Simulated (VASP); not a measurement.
Input of a VASP 6.6.1 run:

File INCAR:

```
PREC = Accurate
ENCUT = 520
EDIFF = 1E-7
ISMEAR = 0
SIGMA = 0.03
LREAL = F
LASPH = T
NELM = 80
ALGO = Normal
ISIF = 2
LWAVE = F
LCHARG = T
GGA = PS
LELF = T
LVHAR = T
NBANDS = 16
```

Contents of KPOINTS:

```
Automatic mesh
0
Gamma
  10 10 10
```

File POSCAR:

```
Si
1.0
   -3.5547410259      3.5547410259      1.9186812134
    3.5547410259     -3.5547410259      1.9186812134
    3.0896347235      3.0896347235     -1.9186812134
Si
4
Direct
    0.1787304307      0.1787304307      0.3574608614
    0.8212695693      0.8212695693      0.6425391386
    0.1787304307      0.8212695693      0.0000000000
    0.8212695693      0.1787304307      0.0000000000
```

Potentials or basis: VASP PAW PBE potentials, release 64 (Si).

Run with:

```sh
$ cat potpaw_PBE.64/Si/POTCAR > POTCAR
$ mpirun -np 1 vasp_std > vasp.out
```

Task: What does it give for the largest force?

Result: 0.545 eV/Å.

Task: Estimate the band gap on the k mesh.

Result: Zero (bands 8 and 9 overlap by 0.35 eV).

Task: What does it give for the pressure?

Result: -0.2 GPa.

Stress tensor (GPa, compression positive):
```
-0.84  4.73  0.00
 4.73 -0.84  0.00
 0.00  0.00  0.95
```

Caveat: semilocal functionals underestimate gaps, and a narrow one can read as zero; the PAW data sets were made with another functional, which shifts forces and pressure a little.
